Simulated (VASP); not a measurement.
Runs of VASP 6.6.1 on SiO2. The structure is that of space group P6_422 (No. 181), or close to it. The cells are those of the table. 

| cell | smearing | gap on the mesh (eV) | pressure (GPa) | largest force (eV/Å) |
| --- | --- | --- | --- | --- |
| a = 5.061, b = 5.061, c = 5.541 Å, angles 90.0, 90.0, 120.0°, 9 atoms | gaussian 0.1 eV | 5.72 | 5.1 | 0.24 |
| a = 5.091, b = 5.091, c = 5.576 Å, angles 90.0, 90.0, 120.0°, 9 atoms | gaussian 0.02 eV | (a) | 1.1 | 0.01 |
| a = 4.681, b = 4.681, c = 5.616 Å, angles 90.0, 90.0, 120.0°, 9 atoms | gaussian 0.02 eV | 5.70 | 25.3 | 0.01 |
| a = 5.049, b = 5.049, c = 5.549 Å, angles 90.0, 90.0, 120.0°, 9 atoms | gaussian 0.02 eV | 5.68 | (b) | 0.01 |
| a = 4.932, b = 4.932, c = 5.511 Å, angles 90.0, 90.0, 120.0°, 9 atoms | gaussian 0.02 eV | 5.83 | (c) | 0.01 |

Alike in all rows: task single point; level PBE; potentials or basis VASP PAW PBE potentials, release 64 (Si, O); no spin polarisation; k mesh 6 × 6 × 4; cutoff (eV) 520.

**Question.** Estimate the missing entries.

**Answer.** (a) 5.59; (b) 4.1; (c) 12.2.

A k mesh can miss the band edges.
